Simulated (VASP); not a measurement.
# LiH (Fm-3m) in VASP: further runs

Runs on LiH. Level: PBE. Tasks: single point.

All numbers are computed with VASP 6.6.1; they aren't measurements. Logs are shortened: lines on timing, memory, paths and dates and some standing lists are left out, and cuts for length are marked.

## 1. The cell of the first run

Symmetry: Fm-3m, No. 225, cubic system. Conventional cell: a = 4.074 Å, b = 4.074 Å, c = 4.074 Å, α = 90.00°, β = 90.00°, γ = 90.00°. Within 2.7 Å of Li (site symmetry m-3m) lie 6 H at 2.04 Å. H (site symmetry m-3m) has 6 Li at 2.04 Å within 2.7 Å.

## 2. Single point, PBE

INCAR reads:

```
SYSTEM = LiH
ALGO = Normal
EDIFF = 1E-7
ENCUT = 520
GGA = PE
ISIF = 2
ISMEAR = 0
LASPH = .True.
LCHARG = .False.
LREAL = .False.
LWAVE = .False.
NBANDS = 9
NELM = 100
PREC = Accurate
SIGMA = 0.02
```

KPOINTS reads:

```
k-points
0
Gamma
  10 10 10
  0 0 0
```

POSCAR reads:

```
LiH
1.0
    0.0000000000      2.0367500000      2.0367500000
    2.0367500000      0.0000000000      2.0367500000
    2.0367500000      2.0367500000      0.0000000000
Li H
1 1
Direct
    0.0000000000      0.0000000000      0.0000000000
    0.5000000000      0.5000000000      0.5000000000
```

Potentials or basis: VASP PAW PBE potentials, release 64 (Li_sv, H).

On the command line:

```bash
> cat potpaw_PBE.64/Li_sv/POTCAR potpaw_PBE.64/H/POTCAR > POTCAR
> mpirun -np 1 vasp_std > vasp.out
```

OUTCAR:

```text
SYSTEM = LiH
   EDIFF = 1E-7
   ENCUT = 520
   GGA = PE
   ISIF = 2
   ISMEAR = 0
   LASPH = .True.
   LREAL = .False.
   NELM = 100
   PREC = Accurate

 ion  position               nearest neighbor table
   1  0.000  0.000  0.000-
   2  0.500  0.500  0.500-

  LATTYP: Found a face centered cubic cell.
 ALAT       =     4.0735000000

  Lattice vectors:

 A1 = (   0.0000000000,   2.0367500000,   2.0367500000)
 A2 = (   2.0367500000,   0.0000000000,   2.0367500000)
 A3 = (   2.0367500000,   2.0367500000,   0.0000000000)

Analysis of symmetry for initial positions (statically):
=====================================================================
 Subroutine PRICEL returns:
 Original cell was already a primitive cell.

 Routine SETGRP: Setting up the symmetry group for a
 face centered cubic supercell.

 Subroutine GETGRP returns: Found 48 space group operations
 (whereof 48 operations were pure point group operations)
 out of a pool of 48 trial point group operations.

The static configuration has the point symmetry O_h .

Analysis of symmetry for dynamics (positions and initial velocities):
=====================================================================
 Subroutine PRICEL returns:
 Original cell was already a primitive cell.

 Routine SETGRP: Setting up the symmetry group for a
 face centered cubic supercell.

 Subroutine GETGRP returns: Found 48 space group operations
 (whereof 48 operations were pure point group operations)
 out of a pool of 48 trial point group operations.

The dynamic configuration has the point symmetry O_h .

 Subroutine INISYM returns: Found 48 space group operations
 (whereof 48 operations are pure point group operations),
 and found     1 'primitive' translations

----------------------------------------------------------------------------------------

                                     Primitive cell

  volume of cell :      16.8983

  direct lattice vectors                    reciprocal lattice vectors
     0.000000000  2.036750000  2.036750000    -0.245489137  0.245489137  0.245489137
     2.036750000  0.000000000  2.036750000     0.245489137 -0.245489137  0.245489137
     2.036750000  2.036750000  0.000000000     0.245489137  0.245489137 -0.245489137

  length of vectors
     2.880399473  2.880399473  2.880399473     0.425199658  0.425199658  0.425199658

  position of ions in fractional coordinates (direct lattice)
     0.000000000  0.000000000  0.000000000
     0.500000000  0.500000000  0.500000000

  ion indices of the primitive-cell ions
   primitive index   ion index
                 1           1
                 2           2

----------------------------------------------------------------------------------------

 KPOINTS: k-points

Automatic generation of k-mesh.
 Grid dimensions read from file:
 generate k-points for:   10   10   10

 Generating k-lattice:

  Cartesian coordinates                     Fractional coordinates (reciprocal lattice)
    -0.024548914  0.024548914  0.024548914     0.100000000  0.000000000  0.000000000
     0.024548914 -0.024548914  0.024548914     0.000000000  0.100000000  0.000000000
     0.024548914  0.024548914 -0.024548914     0.000000000  0.000000000  0.100000000

  Length of vectors
     0.042519966  0.042519966  0.042519966

  Shift w.r.t. Gamma in fractional coordinates (k-lattice)
     0.000000000  0.000000000  0.000000000

 Subroutine IBZKPT returns following result:
 ===========================================

 Found     47 irreducible k-points:

 Following reciprocal coordinates:
            Coordinates               Weight
  0.000000  0.000000  0.000000      1.000000
  0.100000  0.000000  0.000000      8.000000
  0.200000  0.000000  0.000000      8.000000
  0.300000  0.000000  0.000000      8.000000
  0.400000  0.000000  0.000000      8.000000
  0.500000  0.000000  0.000000      4.000000
[... 16 lines left out ...]
  0.300000  0.300000  0.000000      6.000000
  0.400000  0.300000  0.000000     24.000000
 [... further k-points ...]
   k-points           NKPTS =     47   k-points in BZ     NKDIM =     47   number of bands    NBANDS=      9
   number of dos      NEDOS =    301   number of ions     NIONS =      2
   total plane-waves  NPLWV =  13824
   dimension x,y,z NGX =    24 NGY =   24 NGZ =   24
   dimension x,y,z NGXF=    48 NGYF=   48 NGZF=   48
   ions per type =               1   1
   NGX,Y,Z   is equivalent  to a cutoff of  13.85, 13.85, 13.85 a.u.
   NGXF,Y,Z  is equivalent  to a cutoff of  27.70, 27.70, 27.70 a.u.
 SYSTEM =  LiH
   PREC   = accura    normal or accurate (medium, high low for compatibility)
   ISTART =      0    job   : 0-new  1-cont  2-samecut
   ICHARG =      2    charge: 1-file 2-atom 10-const
   ISPIN  =      1    spin polarized calculation?
   LNONCOLLINEAR =      F non collinear calculations
   LSORBIT =      F    spin-orbit coupling
   LASPH  =      T    aspherical Exc in radial PAW
   ENCUT  =  520.0 eV  38.22 Ry    6.18 a.u.   5.36  5.36  5.36*2*pi/ulx,y,z
   NELM   =    100;   NELMIN=  2; NELMDL= -5     # of ELM steps
   EDIFF  = 0.1E-06   stopping-criterion for ELM
   LREAL  =      F    real-space projection
   EDIFFG = 0.1E-05   stopping-criterion for IOM
   NSW    =      0    number of steps for IOM
   IBRION =     -1    ionic relax: 0-MD 1-quasi-New 2-CG
   NFREE  =      0    steps in history (QN), initial steepest desc. (CG)
   ISIF   =      2    stress and relaxation
   ISYM   =      2    0-nonsym 1-usesym 2-fastsym
   POTIM  = 0.5000    time-step for ionic-motion
   TEBEG  =    0.0;   TEEND  =   0.0 temperature during run
   PSTRESS=    0.0 pullay stress
   NELECT =       4.0000    total number of electrons
   NUPDOWN=      -1.0000    fix difference up-down
   EMIN   =  10.00;   EMAX   =-10.00  energy-range for DOS
   EFERMI =   0.00;   METHOD = LEGACY
   ISMEAR =     0;   SIGMA  =   0.02  broadening in eV -4-tet -1-fermi 0-gaus
   EFERMI_NEDOS =   21; number of points for ismear=-14 and -15
   IALGO  =     38    algorithm
   IMIX   =      4    mixing-type and parameters
     AMIX     =   0.40;   BMIX     =  1.00
     AMIX_MAG =   1.60;   BMIX_MAG =  1.00
  volume/ion in A,a.u.               =       8.45        57.02
  Fermi-wavevector in a.u.,A,eV,Ry     =   1.012699  1.913724 13.953585  1.025560
  Thomas-Fermi vector in A             =   2.145824
   LORBIT       =      0    0 simple, 1 ext, 2 COOP (PROOUT), +10 PAW based schemes
   GGA     = PE    functional components
   LHFCALC =     F    Hartree Fock is set to
   AEXX    =    0.0000 exact exchange contribution
   IVDW    =     0    specifies the selected vdW correction
   LEPSILON=     F    determine dielectric tensor
   LRPA    =     F    only Hartree local field effects (RPA)
 non-spin polarized calculation
 Gauss-broadening in eV      SIGMA  =   0.02
  energy-cutoff  :      520.00
  volume of cell :       16.90
 maximum number of plane-waves:       469
 NGX is ok and might be reduce to    24
   NGX = 11   NGY = 11   NGZ = 11

 number of electron       3.9999999 magnetization

 Free energy of the ion-electron system (eV)
  ---------------------------------------------------
  ext. energy  EPLUGINS =         0.00000000
  ---------------------------------------------------
  free energy    TOTEN  =        -6.12276591 eV

  energy without entropy =       -6.12276591  energy(sigma->0) =       -6.12276591

 E-fermi :   0.0854     XC(G=0):  -8.3576

 val. band max:       -0.1283785234   @ k =   0.5000   0.5000   0.0000
 cond. band min:       2.8839498755   @ k =   0.5000   0.5000   0.0000
 fundamental gap:      3.0123283989
 Fermi energy:         0.0853606182

 k-point     1 :       0.0000    0.0000    0.0000
  band No.  band energies     occupation
      1     -44.4686      2.00000
      2      -5.3791      2.00000
      3      15.3452      0.00000
      4      17.2764      0.00000
      5      17.2764      0.00000
      6      17.2764      0.00000
      7      21.9042      0.00000
      8      21.9042      0.00000
      9      21.9042      0.00000

 k-point     2 :       0.1000    0.0000    0.0000
  band No.  band energies     occupation
      1     -44.4650      2.00000
      2      -5.2058      2.00000
      3      14.0052      0.00000
      4      16.2637      0.00000
      5      16.9059      0.00000
      6      16.9059      0.00000
      7      21.3407      0.00000
      8      22.7091      0.00000
      9      22.7091      0.00000

 k-point     3 :       0.2000    0.0000    0.0000
  band No.  band energies     occupation
      1     -44.4553      2.00000
      2      -4.6981      2.00000
      3      10.9168      0.00000
      4      15.0077      0.00000
      5      16.3047      0.00000
      6      16.3047      0.00000
      7      22.1353      0.00000
      8      22.4898      0.00000
      9      22.4898      0.00000

 k-point     4 :       0.3000    0.0000    0.0000
  band No.  band energies     occupation
      1     -44.4434      2.00000
      2      -3.9151      2.00000
      3       7.8813      0.00000
      4      14.0025      0.00000
      5      15.9384      0.00000
      6      15.9384      0.00000
      7      20.4906      0.00000
      8      20.4907      0.00000
      9      23.6133      0.00000
[... 205 lines left out ...]
 k-point    22 :      -0.2000    0.2000    0.0000
  band No.  band energies     occupation
      1     -44.4393      2.00000
      2      -3.5881      2.00000
      3       9.2210      0.00000
      4       9.2416      0.00000
      5      15.4305      0.00000
      6      16.4523      0.00000
      7      21.0945      0.00000
      8      23.1527      0.00000
      9      24.8003      0.00000

 k-point    23 :       0.3000    0.3000    0.0000
  band No.  band energies     occupation
      1     -44.4354      2.00000
      2      -3.2040      2.00000
      3       8.2268      0.00000
      4      11.8322      0.00000
      5      11.8322      0.00000
      6      15.0011      0.00000
      7      16.7215      0.00000
      8      27.5341      0.00000
      9      29.9942      0.00000

 k-point    24 :       0.4000    0.3000    0.0000
  band No.  band energies     occupation
      1     -44.4279      2.00000
      2      -2.3381      2.00000
      3       6.4207      0.00000
      4      10.1218      0.00000
      5      11.4060      0.00000
      6      15.6782      0.00000
      7      16.8632      0.00000
      8      28.5531      0.00000
      9      29.0574      0.00000

 [... further k-points ...]
[... 5 lines left out ...]
  --------------------------------------------------------------------------------------
  -------------------------------------------------------------------------------------
  Total       -0.1968741     -0.1968741     -0.1968741     -0.0000000     -0.0000000      0.0000000
  in kB      -18.6662072    -18.6662072    -18.6662072     -0.0000000     -0.0000000      0.0000000
  external PRESSURE =     -18.6662072 kB  Pullay stress =       0.0000000 kB

 VOLUME and BASIS-vectors are now :
 -----------------------------------------------------------------------------
  energy-cutoff  :      520.00
  volume of cell :       16.90
      direct lattice vectors                 reciprocal lattice vectors
     0.000000000  2.036750000  2.036750000    -0.245489137  0.245489137  0.245489137
     2.036750000  0.000000000  2.036750000     0.245489137 -0.245489137  0.245489137
     2.036750000  2.036750000  0.000000000     0.245489137  0.245489137 -0.245489137

 POSITION                                       TOTAL-FORCE (eV/Angst)
 -----------------------------------------------------------------------------------
      0.00000      0.00000      0.00000        -0.000000     -0.000000      0.000000
      2.03675      2.03675      2.03675         0.000000      0.000000      0.000000
 -----------------------------------------------------------------------------------
    total drift:                                0.000000     -0.000000     -0.000000

  FREE ENERGIE OF THE ION-ELECTRON SYSTEM (eV)
  ---------------------------------------------------
  free  energy   TOTEN  =        -6.1227659097 eV

  energy  without entropy=       -6.1227659097  energy(sigma->0) =       -6.12276591
```

It took 7.6 s on 1 thread of Intel Xeon 6975P-C, shared host; peak memory 0.13 GiB.

Results:

```yaml
Free_energy: -6.1228 eV
Band_gap_on_the_k_mesh: 3.01 eV, direct
```

Caveat: the cutoff is under 1.25 times the usual one of these potentials, so pressure, stress and relaxed cells hold a basis-set (Pulay) error. A k mesh can miss the band edges.

## 3. Single point, PBE (volume scaled by 1.03)

INCAR reads:

```
SYSTEM = LiH
PREC = Accurate ; ENCUT = 520
EDIFF = 1E-6 ; ISMEAR = 0
SIGMA = 0.02 ; LREAL = .FALSE.
LASPH = .TRUE. ; NELM = 60
ALGO = Normal ; ISIF = 2
LWAVE = .FALSE. ; LCHARG = .TRUE.
GGA = PE ; LELF = .TRUE.
LVHAR = .TRUE. ; NBANDS = 9
```

KPOINTS reads:

```
regular mesh
0
G
  10 10 10
  0 0 0
```

POSCAR reads:

```
LiH
1.0
    0.0000000000      2.0232356508      2.0232356508
    2.0232356508      0.0000000000      2.0232356508
    2.0232356508      2.0232356508      0.0000000000
Li H
1 1
Direct
    0.0000000000      0.0000000000      0.0000000000
    0.5000000000      0.5000000000      0.5000000000
```

Potentials or basis: VASP PAW PBE potentials, release 64 (Li_sv, H).

On the command line:

```bash
> cat potpaw_PBE.64/Li_sv/POTCAR potpaw_PBE.64/H/POTCAR > POTCAR
> mpirun -np 1 vasp_std > vasp.out
```

Wall time 6.2 s (1 thread of Intel Xeon 6975P-C, shared host); peak memory 0.13 GiB.

It converged, with:

- Free energy: -6.1255 eV
- Band gap on the k mesh: 3.00 eV, direct

Levels at points of the mesh, in eV from the valence-band top:
| k point | band 1 | band 2 | band 3 | band 4 | band 5 | band 6 |
| --- | --- | --- | --- | --- | --- | --- |
| (0.00, 0.00, 0.00) | -44.32 | -5.33 | 15.72 | 17.60 | 17.60 | 17.60 |
| (0.50, 0.00, 0.00) | -44.28 | -2.55 | 4.86 | 13.42 | 16.25 | 16.25 |
| (0.50, 0.50, 0.00) | -44.26 | 0.00 | 3.00 | 10.68 | 10.68 | 13.81 |

Caveat: the cutoff is under 1.25 times the usual one of these potentials, so pressure, stress and relaxed cells hold a basis-set (Pulay) error.

## 4. Single point, PBE (volume scaled by 1.06)

INCAR reads:

```
ALGO = Normal
EDIFF = 1E-6
ENCUT = 520
GGA = PE
ISIF = 2
ISMEAR = 0
LASPH = True
LCHARG = False
LREAL = False
LWAVE = False
NBANDS = 9
NELM = 100
PREC = Accurate
SIGMA = 0.02
```

KPOINTS reads:

```
k-points
0
Gamma
  10 10 10
```

POSCAR reads:

```
LiH
1.0
    0.0000000000      2.0426910332      2.0426910332
    2.0426910332      0.0000000000      2.0426910332
    2.0426910332      2.0426910332      0.0000000000
Li H
1 1
Direct
    0.0000000000      0.0000000000      0.0000000000
    0.5000000000      0.5000000000      0.5000000000
```

On the command line:

```bash
> cat potpaw_PBE.64/Li_sv/POTCAR potpaw_PBE.64/H/POTCAR > POTCAR
> mpirun -np 1 vasp_std > vasp.out
```

Run time: 5.9 s. Hardware: 1 thread of Intel Xeon 6975P-C, shared host; peak memory 0.13 GiB.

The run converged. Its results:

```yaml
Free_energy: -6.1211 eV
Band_gap_on_the_k_mesh: 3.02 eV, direct
```

Levels at points of the mesh, in eV from the valence-band top:
```
           k point  band 1  band 2  band 3  band 4  band 5  band 6
(0.00, 0.00, 0.00)  -44.35   -5.22   15.37   17.32   17.32   17.32
(0.50, 0.00, 0.00)  -44.31   -2.47    4.79   13.18   15.99   15.99
(0.50, 0.50, 0.00)  -44.30    0.00    3.02   10.54   10.54   13.63
```

Caveat: the cutoff is under 1.25 times the usual one of these potentials, so pressure, stress and relaxed cells hold a basis-set (Pulay) error. A k mesh can miss the band edges.

## 5. Single point, PBE (volume scaled by 1.10)

INCAR reads:

```
SYSTEM = LiH
  PREC = Accurate
  ENCUT = 520
  EDIFF = 1E-6
  ISMEAR = 0
  SIGMA = 0.02
  LREAL = .False.
  LASPH = .True.
  NELM = 60
  ALGO = Normal
  ISIF = 2
  LWAVE = .False.
  LCHARG = .False.
  GGA = PE
  NBANDS = 9
```

KPOINTS reads:

```
Automatic mesh
0
Gamma
  10 10 10
  0 0 0
```

POSCAR reads:

```
LiH
1.0
    0.0000000000      2.0680686720      2.0680686720
    2.0680686720      0.0000000000      2.0680686720
    2.0680686720      2.0680686720      0.0000000000
Li H
1 1
Direct
    0.0000000000      0.0000000000      0.0000000000
    0.5000000000      0.5000000000      0.5000000000
```

On the command line:

```bash
> cat potpaw_PBE.64/Li_sv/POTCAR potpaw_PBE.64/H/POTCAR > POTCAR
> mpirun -np 1 vasp_std > vasp.out
```

It took 5.6 s on 1 thread of Intel Xeon 6975P-C, shared host; peak memory 0.13 GiB.

The run converged. Its results:

* Free energy: -6.1113 eV
* Band gap on the k mesh: 3.04 eV, direct

Levels at points of the mesh, in eV from the valence-band top:
```
           k point  band 1  band 2  band 3  band 4  band 5  band 6  band 7
(0.00, 0.00, 0.00)  -44.40   -5.08   14.91   16.95   16.95   16.95   21.50
(0.50, 0.00, 0.00)  -44.36   -2.37    4.70   12.87   15.66   15.66   18.16
(0.50, 0.50, 0.00)  -44.35    0.00    3.04   10.36   10.36   13.41   16.00
```

Caveat: the cutoff is under 1.25 times the usual one of these potentials, so pressure, stress and relaxed cells hold a basis-set (Pulay) error. A k mesh can miss the band edges.

## 6. Summary

| cell | gap on the mesh (eV) |
| --- | --- |
| a = 2.880 Å, angles 60.0°, 2 atoms | 3.01 |
| a = 2.861 Å, angles 60.0°, 2 atoms | 3.00 |
| a = 2.889 Å, angles 60.0°, 2 atoms | 3.02 |
| a = 2.925 Å, angles 60.0°, 2 atoms | 3.04 |

Alike in all rows: task single point; level PBE; potentials or basis VASP PAW PBE potentials, release 64 (Li_sv, H); no spin polarisation; k mesh 10 × 10 × 10; cutoff (eV) 520; smearing gaussian 0.02 eV.

Caveats: the cutoff is under 1.25 times the usual one of these potentials, so pressure, stress and relaxed cells hold a basis-set (Pulay) error.

Total energies depend on the potentials used, so only differences within one code and one set of settings carry meaning.
